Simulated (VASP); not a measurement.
C (a cell with a defect): single point with PBEsol

C (a cell with a defect):

```
CELL_PARAMETERS angstrom
7.14000 0.00000 0.00000
0.00000 7.14000 0.00000
0.00000 0.00000 7.14000
ATOMIC_POSITIONS crystal
C 0.48887 0.98887 0.98887
C 0.76112 0.26112 0.98888
C 0.87323 0.37323 0.12548
C 0.76112 0.98888 0.26112
C 0.87323 0.12548 0.37323
C 0.99982 0.00054 0.00054
C 0.12500 0.12500 0.12500
C 0.25018 0.24946 0.00054
C 0.37678 0.37323 0.12453
C 0.50054 0.49982 0.00054
C 0.62500 0.62500 0.12500
C 0.74946 0.75018 0.00054
C 0.87323 0.87678 0.12453
C 0.25018 0.00054 0.24946
C 0.37678 0.12453 0.37323
C 0.48888 0.26112 0.26112
C 0.62548 0.37323 0.37323
C 0.74946 0.49982 0.24946
C 0.87490 0.62466 0.37490
C 0.50054 0.00054 0.49982
C 0.62500 0.12500 0.62500
C 0.74946 0.24946 0.49982
C 0.87490 0.37490 0.62466
C 0.74946 0.00054 0.75018
C 0.87323 0.12453 0.87678
C 0.00109 0.50109 0.99889
C 0.12500 0.62500 0.12500
C 0.24891 0.74891 0.99889
C 0.37677 0.87677 0.12547
C 0.99982 0.24946 0.24946
C 0.12466 0.37490 0.37490
C 0.24891 0.50109 0.25111
C 0.37510 0.62534 0.37490
C 0.50054 0.75018 0.24946
C 0.62453 0.87678 0.37323
C 0.00109 0.99889 0.50109
C 0.12500 0.12500 0.62500
C 0.24891 0.25111 0.50109
C 0.37510 0.37490 0.62534
C 0.49889 0.50109 0.50109
C 0.62500 0.62500 0.62500
C 0.75111 0.74891 0.50109
C 0.87490 0.87510 0.62534
C 0.24891 0.99889 0.74891
C 0.37677 0.12547 0.87677
C 0.50054 0.24946 0.75018
C 0.62453 0.37323 0.87678
C 0.75111 0.50109 0.74891
C 0.87490 0.62534 0.87510
C 0.00109 0.74891 0.25111
C 0.12534 0.87510 0.37490
C 0.99996 0.49996 0.49996
C 0.12500 0.62500 0.62500
C 0.25004 0.75004 0.49996
C 0.37510 0.87510 0.62466
C 0.00109 0.25111 0.74891
C 0.12534 0.37490 0.87510
C 0.25004 0.49996 0.75004
C 0.37510 0.62466 0.87510
C 0.49889 0.74891 0.74891
C 0.62547 0.87677 0.87677
C 0.99996 0.75004 0.75004
C 0.12466 0.87510 0.87510
```

```json
{
  "Program": "VASP 6.6.1",
  "Task": "single point",
  "Functional": "PBEsol",
  "Potentials or basis": "VASP PAW PBE potentials, release 64 (C)",
  "Cutoff": "520 eV",
  "k mesh": "2 × 2 × 2",
  "Occupations": "fermi-dirac, width 0.05 eV",
  "Spin": "collinear spin, zero start"
}
```

The largest force is 0.046 eV/Å, the net moment is 0.00 μB per cell and the valence electrons inside the program's atomic spheres are C 2.50, 2.56, 2.54, 2.55 (each value once).

Forces in eV/Å, atoms in the order of the input:
```
C    0.027  0.027  0.027
C   -0.027 -0.027  0.027
C    0.009  0.009 -0.003
C   -0.027  0.027 -0.027
C    0.009 -0.003  0.009
C   -0.002  0.011  0.011
C    0.000  0.000  0.000
C    0.002 -0.011  0.011
C   -0.009  0.009  0.003
C    0.011 -0.002  0.011
C    0.000  0.000  0.000
C   -0.011  0.002  0.011
C    0.009 -0.009  0.003
C    0.002  0.011 -0.011
C   -0.009  0.003  0.009
C    0.027 -0.027 -0.027
C   -0.003  0.009  0.009
C   -0.011 -0.002 -0.011
C   -0.014  0.001 -0.014
C    0.011  0.011 -0.002
C    0.000  0.000  0.000
C   -0.011 -0.011 -0.002
C   -0.014 -0.014  0.001
C   -0.011  0.011  0.002
C    0.009  0.003 -0.009
C   -0.027 -0.027 -0.005
C    0.000  0.000  0.000
C    0.027  0.027 -0.005
C   -0.009 -0.009 -0.003
C   -0.002 -0.011 -0.011
C    0.001 -0.014 -0.014
C    0.027 -0.027  0.005
C    0.014 -0.001 -0.014
C    0.011  0.002 -0.011
C    0.003 -0.009  0.009
C   -0.027 -0.005 -0.027
C    0.000  0.000  0.000
C    0.027  0.005 -0.027
C    0.014 -0.014 -0.001
C   -0.005 -0.027 -0.027
C    0.000  0.000  0.000
C    0.005  0.027 -0.027
C   -0.014  0.014 -0.001
C    0.027 -0.005  0.027
C   -0.009 -0.003 -0.009
C    0.011 -0.011  0.002
C    0.003  0.009 -0.009
C    0.005 -0.027  0.027
C   -0.014 -0.001  0.014
C   -0.027  0.027  0.005
C   -0.001  0.014 -0.014
C   -0.004 -0.004 -0.004
C    0.000  0.000  0.000
C    0.004  0.004 -0.004
C    0.014  0.014  0.001
C   -0.027  0.005  0.027
C   -0.001 -0.014  0.014
C    0.004 -0.004  0.004
C    0.014  0.001  0.014
C   -0.005  0.027  0.027
C   -0.003 -0.009 -0.009
C   -0.004  0.004  0.004
C    0.001  0.014  0.014
```

Levels at points of the mesh, in eV from the Fermi level:
Spin up:
```tsv
k point	band 122	band 123	band 124	band 125	band 126	band 127	band 128	band 129
(0.00, 0.00, 0.00)	-2.90	-1.52	-1.52	-1.52	0.67	0.67	0.67	3.50
(0.50, 0.00, 0.00)	-2.79	-2.69	-2.69	-1.71	0.03	0.38	0.38	3.30
(0.50, 0.50, 0.00)	-2.41	-2.22	-1.74	-1.65	-0.15	0.52	0.52	4.65
(0.50, 0.50, 0.50)	-2.59	-2.59	-2.59	-2.59	0.50	0.50	0.50	4.93
```
Spin down:
```
           k point  band 122  band 123  band 124  band 125  band 126  band 127  band 128  band 129
(0.00, 0.00, 0.00)     -2.90     -1.52     -1.52     -1.52      0.67      0.67      0.67      3.50
(0.50, 0.00, 0.00)     -2.79     -2.69     -2.69     -1.71      0.03      0.38      0.38      3.30
(0.50, 0.50, 0.00)     -2.41     -2.22     -1.74     -1.65     -0.15      0.52      0.52      4.65
(0.50, 0.50, 0.50)     -2.59     -2.59     -2.59     -2.59      0.50      0.50      0.50      4.93
```

Wall time 26 min on 1 thread of Intel Xeon 8259CL (shared host), peak memory 0.67 GiB.

Caveat: the k points lie up to 0.44 Å⁻¹ apart; the cell carries a net charge on a neutralising background, which shifts energy and pressure; the cell is charged against a uniform background, so pressure and absolute levels hang on convention; no moment was typed at the start, so none could form; the PAW data sets were made with another functional, which shifts forces and pressure a little.
